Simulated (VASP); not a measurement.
# Ag3SnSe (Pm-3m) in VASP: further runs

Runs on Ag3SnSe. Level: PBE. Tasks: single point, relaxation of cell and atoms.

All numbers are computed with VASP 6.6.1; they aren't measurements. Logs are shortened: lines on timing, memory, paths and dates and some standing lists are left out, and cuts for length are marked.

### 1 The cell of the first run

Symmetry: Pm-3m, No. 221, cubic system. The conventional cell has a = 4.903 Å, b = 4.903 Å, c = 4.903 Å, α = 90.00°, β = 90.00°, γ = 90.00°. Ag (site symmetry 4/mmm) has 2 Se at 2.45 Å within 3.2 Å. Within 4.6 Å of Sn (site symmetry m-3m) lie 12 Ag at 3.47 Å and 8 Se at 4.25 Å. Se (site symmetry m-3m) has 6 Ag at 2.45 Å within 3.2 Å.

### 2 Single point, PBE

The input, INCAR:

```
SYSTEM = Ag3SnSe
PREC = Accurate ; ENCUT = 520
EDIFF = 1E-7 ; ISMEAR = 0
SIGMA = 0.1 ; LREAL = .False.
LASPH = .True. ; NELM = 100
ALGO = Normal ; ISIF = 2
LWAVE = .False. ; LCHARG = .False.
GGA = PE ; NBANDS = 34
```

The input, KPOINTS:

```
regular mesh
0
Gamma
  4 4 4
  0 0 0
```

The input, POSCAR:

```
Ag3SnSe
1.0
    4.9025881400      0.0000000000      0.0000000000
    0.0000000000      4.9025881400      0.0000000000
    0.0000000000      0.0000000000      4.9025881400
Ag Sn Se
3 1 1
Direct
    0.5000000000      0.0000000000      0.5000000000
    0.0000000000      0.5000000000      0.5000000000
    0.5000000000      0.5000000000      0.0000000000
    0.0000000000      0.0000000000      0.0000000000
    0.5000000000      0.5000000000      0.5000000000
```

Potentials or basis: VASP PAW PBE potentials, release 64 (Ag, Sn_d, Se).

The run is started by

```bash
cat potpaw_PBE.64/Ag/POTCAR potpaw_PBE.64/Sn_d/POTCAR potpaw_PBE.64/Se/POTCAR > POTCAR
mpirun -np 1 vasp_std > vasp.out
```

OUTCAR:

```text
SYSTEM = Ag3SnSe
   PREC = Accurate
   ENCUT = 520
   EDIFF = 1E-7
   ISMEAR = 0
   LREAL = .False.
   LASPH = .True.
   NELM = 100
   ISIF = 2
   GGA = PE

 ion  position               nearest neighbor table
   1  0.500  0.000  0.500-   5 2.45   5 2.45   4 3.47   2 3.47   3 3.47   4 3.47   2 3.47   3 3.47
                             3 3.47   3 3.47   2 3.47   4 3.47   4 3.47   2 3.47
   2  0.000  0.500  0.500-   5 2.45   5 2.45   4 3.47   1 3.47   3 3.47   4 3.47   1 3.47   4 3.47
                             4 3.47   1 3.47   3 3.47   3 3.47   3 3.47   1 3.47
   3  0.500  0.500  0.000-   5 2.45   5 2.45   4 3.47   1 3.47   1 3.47   2 3.47   2 3.47   1 3.47
                             4 3.47   1 3.47   2 3.47   4 3.47   2 3.47   4 3.47
   4  0.000  0.000  0.000-   1 3.47   2 3.47   3 3.47   1 3.47   2 3.47   2 3.47   3 3.47   2 3.47
                             1 3.47   3 3.47   1 3.47   3 3.47
   5  0.500  0.500  0.500-   1 2.45   2 2.45   3 2.45   3 2.45   1 2.45   2 2.45

  LATTYP: Found a simple cubic cell.
 ALAT       =     4.9025881400

  Lattice vectors:

 A1 = (   4.9025881400,   0.0000000000,   0.0000000000)
 A2 = (   0.0000000000,   4.9025881400,   0.0000000000)
 A3 = (   0.0000000000,   0.0000000000,   4.9025881400)

Analysis of symmetry for initial positions (statically):
=====================================================================
 Subroutine PRICEL returns:
 Original cell was already a primitive cell.

 Routine SETGRP: Setting up the symmetry group for a
 simple cubic supercell.

 Subroutine GETGRP returns: Found 48 space group operations
 (whereof 48 operations were pure point group operations)
 out of a pool of 48 trial point group operations.

The static configuration has the point symmetry O_h .

Analysis of symmetry for dynamics (positions and initial velocities):
=====================================================================
 Subroutine PRICEL returns:
 Original cell was already a primitive cell.

 Routine SETGRP: Setting up the symmetry group for a
 simple cubic supercell.

 Subroutine GETGRP returns: Found 48 space group operations
 (whereof 48 operations were pure point group operations)
 out of a pool of 48 trial point group operations.

The dynamic configuration has the point symmetry O_h .

 Subroutine INISYM returns: Found 48 space group operations
 (whereof 48 operations are pure point group operations),
 and found     1 'primitive' translations

----------------------------------------------------------------------------------------

                                     Primitive cell

  volume of cell :     117.8355

  direct lattice vectors                    reciprocal lattice vectors
     4.902588140  0.000000000  0.000000000     0.203973895  0.000000000  0.000000000
     0.000000000  4.902588140  0.000000000     0.000000000  0.203973895  0.000000000
     0.000000000  0.000000000  4.902588140     0.000000000  0.000000000  0.203973895

  length of vectors
     4.902588140  4.902588140  4.902588140     0.203973895  0.203973895  0.203973895

  position of ions in fractional coordinates (direct lattice)
     0.500000000  0.000000000  0.500000000
     0.000000000  0.500000000  0.500000000
     0.500000000  0.500000000  0.000000000
     0.000000000  0.000000000  0.000000000
     0.500000000  0.500000000  0.500000000

  ion indices of the primitive-cell ions
   primitive index   ion index
                 1           1
                 2           2
                 3           3
                 4           4
                 5           5

----------------------------------------------------------------------------------------

 KPOINTS: regular mesh

Automatic generation of k-mesh.
 Grid dimensions read from file:
 generate k-points for:    4    4    4

 Generating k-lattice:

  Cartesian coordinates                     Fractional coordinates (reciprocal lattice)
     0.050993474  0.000000000  0.000000000     0.250000000  0.000000000  0.000000000
     0.000000000  0.050993474  0.000000000     0.000000000  0.250000000  0.000000000
     0.000000000  0.000000000  0.050993474     0.000000000  0.000000000  0.250000000

  Length of vectors
     0.050993474  0.050993474  0.050993474

  Shift w.r.t. Gamma in fractional coordinates (k-lattice)
     0.000000000  0.000000000  0.000000000

 Subroutine IBZKPT returns following result:
 ===========================================

 Found     10 irreducible k-points:

 Following reciprocal coordinates:
            Coordinates               Weight
  0.000000  0.000000  0.000000      1.000000
  0.250000  0.000000  0.000000      6.000000
  0.500000  0.000000  0.000000      3.000000
  0.250000  0.250000  0.000000     12.000000
  0.500000  0.250000  0.000000     12.000000
  0.500000  0.500000  0.000000      3.000000
  0.250000  0.250000  0.250000      8.000000
  0.500000  0.250000  0.250000     12.000000
  0.500000  0.500000  0.250000      6.000000
[... 72 lines left out ...]
      1     -15.4315      2.00000
      2     -15.4315      2.00000
      3     -15.4315      2.00000
      4     -15.4298      2.00000
      5     -15.4298      2.00000
      6      -9.0742      2.00000
[... 26 lines left out ...]
     33      12.6153      0.00000
     34      12.6153      0.00000

 k-point     2 :       0.2500    0.0000    0.0000
  band No.  band energies     occupation
      1     -15.4317      2.00000
      2     -15.4317      2.00000
      3     -15.4315      2.00000
      4     -15.4297      2.00000
      5     -15.4285      2.00000
      6      -8.9460      2.00000
[... 26 lines left out ...]
     33      11.5826      0.00000
     34      11.5826      0.00000

 k-point     3 :       0.5000    0.0000    0.0000
  band No.  band energies     occupation
      1     -15.4318      2.00000
      2     -15.4318      2.00000
      3     -15.4314      2.00000
      4     -15.4295      2.00000
      5     -15.4272      2.00000
      6      -8.8067      2.00000
[... 26 lines left out ...]
     33      11.1816      0.00000
     34      11.4916      0.00000

 k-point     4 :       0.2500    0.2500    0.0000
  band No.  band energies     occupation
      1     -15.4320      2.00000
      2     -15.4316      2.00000
      3     -15.4316      2.00000
      4     -15.4290      2.00000
      5     -15.4278      2.00000
      6      -8.8146      2.00000
[... 26 lines left out ...]
     33      11.5477      0.00000
     34      11.6655      0.00000

 k-point     5 :       0.5000    0.2500    0.0000
  band No.  band energies     occupation
      1     -15.4323      2.00000
      2     -15.4318      2.00000
      3     -15.4316      2.00000
      4     -15.4288      2.00000
      5     -15.4266      2.00000
      6      -8.6713      2.00000
[... 26 lines left out ...]
     33      11.1756      0.00000
     34      11.8665      0.00000

 k-point     6 :       0.5000    0.5000    0.0000
  band No.  band energies     occupation
      1     -15.4329      2.00000
      2     -15.4317      2.00000
      3     -15.4317      2.00000
      4     -15.4283      2.00000
      5     -15.4257      2.00000
      6      -8.5233      2.00000
[... 26 lines left out ...]
     33      12.9597      0.00000
     34      12.9682      0.00000

 k-point     7 :       0.2500    0.2500    0.2500
  band No.  band energies     occupation
      1     -15.4320      2.00000
      2     -15.4320      2.00000
      3     -15.4320      2.00000
      4     -15.4277      2.00000
      5     -15.4277      2.00000
      6      -8.6794      2.00000
[... 26 lines left out ...]
     33      11.1130      0.00000
     34      11.1130      0.00000

 k-point     8 :       0.5000    0.2500    0.2500
  band No.  band energies     occupation
      1     -15.4323      2.00000
      2     -15.4323      2.00000
      3     -15.4319      2.00000
      4     -15.4277      2.00000
      5     -15.4265      2.00000
      6      -8.5317      2.00000
[... 26 lines left out ...]
     33      12.3338      0.00000
     34      12.9893      0.00000

 k-point     9 :       0.5000    0.5000    0.2500
  band No.  band energies     occupation
      1     -15.4329      2.00000
      2     -15.4323      2.00000
      3     -15.4323      2.00000
      4     -15.4271      2.00000
      5     -15.4258      2.00000
      6      -8.3786      2.00000
[... 26 lines left out ...]
     33      12.9933      0.00000
     34      13.5943      0.00000

 k-point    10 :       0.5000    0.5000    0.5000
  band No.  band energies     occupation
      1     -15.4328      2.00000
      2     -15.4328      2.00000
      3     -15.4328      2.00000
      4     -15.4259      2.00000
      5     -15.4259      2.00000
      6      -8.2190      2.00000
[... 26 lines left out ...]
     33      12.7816      0.00000
     34      12.7816      0.00000

------------------------ aborting loop because EDIFF is reached ----------------------------------------

  FORCE on cell =-STRESS in cart. coord.  units (eV):
  Direction    XX          YY          ZZ          XY          YZ          ZX
  --------------------------------------------------------------------------------------
  -------------------------------------------------------------------------------------
  Total        4.3460895      4.3460895      4.3460895      0.0000000      0.0000000      0.0000000
  in kB       59.0925891     59.0925891     59.0925891      0.0000000      0.0000000      0.0000000
  external PRESSURE =      59.0925891 kB  Pullay stress =       0.0000000 kB

 VOLUME and BASIS-vectors are now :
 -----------------------------------------------------------------------------
  energy-cutoff  :      520.00
  volume of cell :      117.84
      direct lattice vectors                 reciprocal lattice vectors
     4.902588140  0.000000000  0.000000000     0.203973895  0.000000000  0.000000000
     0.000000000  4.902588140  0.000000000     0.000000000  0.203973895  0.000000000
     0.000000000  0.000000000  4.902588140     0.000000000  0.000000000  0.203973895

 POSITION                                       TOTAL-FORCE (eV/Angst)
 -----------------------------------------------------------------------------------
      2.45129      0.00000      2.45129         0.000000      0.000000      0.000000
      0.00000      2.45129      2.45129         0.000000      0.000000      0.000000
      2.45129      2.45129      0.00000         0.000000      0.000000      0.000000
      0.00000      0.00000      0.00000         0.000000      0.000000      0.000000
      2.45129      2.45129      2.45129         0.000000      0.000000      0.000000
 -----------------------------------------------------------------------------------
    total drift:                                0.000000      0.000000      0.000000

  FREE ENERGIE OF THE ION-ELECTRON SYSTEM (eV)
  ---------------------------------------------------
  free  energy   TOTEN  =       -13.4825852523 eV

  energy  without entropy=      -13.4777199914  energy(sigma->0) =      -13.48015262
```

It took 15 s on 1 thread of Intel Xeon 6975P-C (Granite Rapids), shared host; peak memory 0.22 GiB.

Results:

```
Free energy : -13.4826 eV
Pressure    : 5.9 GPa
```

Levels at points of the mesh, in eV from the Fermi level:
```csv
k point,band 23,band 24,band 25,band 26,band 27,band 28,band 29,band 30
"(0.00, 0.00, 0.00)",-4.33,-4.20,-3.42,0.17,0.17,0.17,0.82,0.82
"(0.50, 0.00, 0.00)",-3.24,-3.24,-2.65,-1.95,0.47,0.47,1.31,3.35
"(0.50, 0.50, 0.00)",-3.50,-3.50,-2.49,-0.07,0.77,0.77,1.47,1.72
"(0.50, 0.50, 0.50)",-2.33,-2.33,-2.33,-2.29,-2.29,-2.29,5.11,5.11
```

Caveat: spin-orbit coupling is left out, which moves the levels of the heavy elements.

### 3 Single point, PBE

This run uses another cell than the first one, of 25.98 Å³/atom, 1.102 times its volume.

The input, INCAR:

```
SYSTEM = Ag3SnSe
PREC = Accurate
ENCUT = 520
EDIFF = 1E-6
ISMEAR = 0
SIGMA = 0.1
LREAL = .FALSE.
LASPH = .TRUE.
NELM = 60
ALGO = Normal
ISIF = 2
LWAVE = .FALSE.
LCHARG = .FALSE.
GGA = PE
NBANDS = 34
```

The input, KPOINTS:

```
Automatic mesh
0
G
  4 4 4
  0 0 0
```

POSCAR, as its differences from that of step 2:

```diff
@@ -2,5 +2,5 @@
 1.0
-    4.9025881400      0.0000000000      0.0000000000
-    0.0000000000      4.9025881400      0.0000000000
-    0.0000000000      0.0000000000      4.9025881400
+    5.0642390823      0.0000000000      0.0000000000
+    0.0000000000      5.0642390823      0.0000000000
+    0.0000000000      0.0000000000      5.0642390823
 Ag Sn Se
```

Potentials or basis: VASP PAW PBE potentials, release 64 (Ag, Sn_d, Se).

The run is started by

```bash
cat potpaw_PBE.64/Ag/POTCAR potpaw_PBE.64/Sn_d/POTCAR potpaw_PBE.64/Se/POTCAR > POTCAR
mpirun -np 1 vasp_std > vasp.out
```

Run time: 17 s. Hardware: 1 thread of Intel Xeon 6975P-C (Granite Rapids), shared host; peak memory 0.26 GiB.

It converged, with:

| Quantity | Value |
| --- | --- |
| Free energy | -13.6898 eV |
| Pressure | 0.1 GPa |

Levels at points of the mesh, in eV from the Fermi level:
| k point | band 24 | band 25 | band 26 | band 27 | band 28 | band 29 |
| --- | --- | --- | --- | --- | --- | --- |
| (0.00, 0.00, 0.00) | -3.96 | -3.43 | 0.27 | 0.27 | 0.27 | 0.52 |
| (0.50, 0.00, 0.00) | -3.02 | -2.61 | -1.92 | 0.51 | 0.51 | 1.26 |
| (0.50, 0.50, 0.00) | -3.25 | -2.38 | -0.05 | 0.67 | 0.67 | 1.35 |
| (0.50, 0.50, 0.50) | -2.20 | -2.20 | -1.90 | -1.90 | -1.90 | 4.62 |

Caveat: spin-orbit coupling is left out, which moves the levels of the heavy elements.

### 4 Single point, PBE

This run uses another cell than the first one, of 26.14 Å³/atom, 1.109 times its volume.

The input, INCAR:

```
PREC = Accurate
ENCUT = 520
EDIFF = 1E-7
ISMEAR = 0
SIGMA = 0.1
LREAL = F
LASPH = T
NELM = 100
ALGO = Normal
ISIF = 2
LWAVE = F
LCHARG = T
GGA = PE
LELF = T
LVHAR = T
NBANDS = 34
```

The input, KPOINTS:

```
Automatic mesh
0
Gamma
  8 8 8
```

POSCAR, as its differences from that of step 3:

```diff
@@ -2,5 +2,5 @@
 1.0
-    5.0642390823      0.0000000000      0.0000000000
-    0.0000000000      5.0642390823      0.0000000000
-    0.0000000000      0.0000000000      5.0642390823
+    5.0748743453      0.0000000000      0.0000000000
+    0.0000000000      5.0748743453      0.0000000000
+    0.0000000000      0.0000000000      5.0748743453
 Ag Sn Se
```

The run is started by

```bash
cat potpaw_PBE.64/Ag/POTCAR potpaw_PBE.64/Sn_d/POTCAR potpaw_PBE.64/Se/POTCAR > POTCAR
mpirun -np 1 vasp_std > vasp.out
```

Wall time 54 s (1 thread of Intel Xeon 6975P-C (Granite Rapids), shared host); peak memory 0.33 GiB.

It converged, with:

| Item | Value |
| --- | --- |
| Free energy | -13.6328 eV |
| Pressure | 0.0 GPa |

Levels at points of the mesh, in eV from the Fermi level:
```
           k point  band 24  band 25  band 26  band 27  band 28  band 29
(0.00, 0.00, 0.00)    -3.96    -3.43     0.27     0.27     0.27     0.48
(0.50, 0.00, 0.00)    -3.02    -2.62    -1.93     0.51     0.51     1.25
(0.50, 0.50, 0.00)    -3.24    -2.38    -0.05     0.66     0.66     1.34
(0.50, 0.50, 0.50)    -2.21    -2.21    -1.88    -1.88    -1.88     4.58
```

Caveat: spin-orbit coupling is left out, which moves the levels of the heavy elements.

### 5 Relaxation of cell and atoms, PBE

The input, INCAR:

```
ALGO = Normal ; EDIFF = 1E-6
EDIFFG = -0.04 ; ENCUT = 600
GGA = PE ; IBRION = 2
ISIF = 3 ; ISMEAR = 0
LASPH = T ; LCHARG = F
LREAL = F ; LWAVE = F
NELM = 60 ; NSW = 90
PREC = Accurate ; SIGMA = 0.1
```

The input, KPOINTS:

```
k-points
0
Gamma
  4 4 4
```

POSCAR, as its differences from that of step 4:

```diff
@@ -2,5 +2,5 @@
 1.0
-    5.0748743453      0.0000000000      0.0000000000
-    0.0000000000      5.0748743453      0.0000000000
-    0.0000000000      0.0000000000      5.0748743453
+    4.9025881400      0.0000000000      0.0000000000
+    0.0000000000      4.9025881400      0.0000000000
+    0.0000000000      0.0000000000      4.9025881400
 Ag Sn Se
```

The run is started by

```bash
cat potpaw_PBE.64/Ag/POTCAR potpaw_PBE.64/Sn_d/POTCAR potpaw_PBE.64/Se/POTCAR > POTCAR
mpirun -np 1 vasp_std > vasp.out
```

It took 44 s on 1 thread of Intel Xeon 6975P-C (Granite Rapids), shared host; peak memory 0.27 GiB.

Results (log left out):

- Free energy: -13.6851 eV
- Relaxed volume: 25.99 Å³/atom
- Relaxed cell: a = 5.065 Å, b = 5.065 Å, c = 5.065 Å, α = 90.00°, β = 90.00°, γ = 90.00°
- Space group after relaxing (to 0.05 Å): Pm-3m (No. 221)
- Energy gained by relaxing: 40.6 meV/atom
- Ionic steps: 3
- Pressure after relaxing: 0.0 GPa

The path:
```tsv
step	energy change (eV)	largest force (eV/Å)	pressure (GPa)	volume (Å³)
1	0.0000	0.0000	5.91	117.84
2	-0.1919	0.0000	-1.08	133.29
3	-0.2031	0.0000	0.03	129.96
```

Final structure:
```xyz
5
Lattice="5.0653 0.0000 0.0000 0.0000 5.0653 0.0000 0.0000 0.0000 5.0653" Properties=species:S:1:pos:R:3 pbc="T T T"
Ag    2.5326    0.0000    2.5326
Ag    0.0000    2.5326    2.5326
Ag    2.5326    2.5326    0.0000
Sn    0.0000    0.0000    0.0000
Se    2.5326    2.5326    2.5326
```

Levels at points of the mesh, in eV from the Fermi level:
```
           k point  band 24  band 25  band 26  band 27  band 28  band 29
(0.00, 0.00, 0.00)    -3.96    -3.43     0.27     0.27     0.27     0.51
(0.50, 0.00, 0.00)    -3.02    -2.61    -1.92     0.51     0.51     1.26
(0.50, 0.50, 0.00)    -3.25    -2.38    -0.05     0.67     0.67     1.35
(0.50, 0.50, 0.50)    -2.20    -2.20    -1.90    -1.90    -1.90     4.62
```

Caveat: spin-orbit coupling is left out, which moves the levels of the heavy elements.

### 6 Overview

```csv
task,cell,k mesh,cutoff (eV),gap on the mesh (eV),pressure (GPa)
single point,"a = 4.903 Å, 5 atoms",4 × 4 × 4,520,none,5.9
single point,"a = 5.064 Å, 5 atoms",4 × 4 × 4,520,none,0.1
single point,"a = 5.075 Å, 5 atoms",8 × 8 × 8,520,none,0.0
relaxation of cell and atoms,"relaxed from a = 4.903 Å, 5 atoms",4 × 4 × 4,600,none,0.0
```

Alike in all rows: level PBE; potentials or basis VASP PAW PBE potentials, release 64 (Ag, Sn_d, Se); no spin polarisation; smearing gaussian 0.1 eV.

Caveats: spin-orbit coupling is left out, which moves the levels of the heavy elements.

Absolute energies hang on the potentials; compare differences alone.
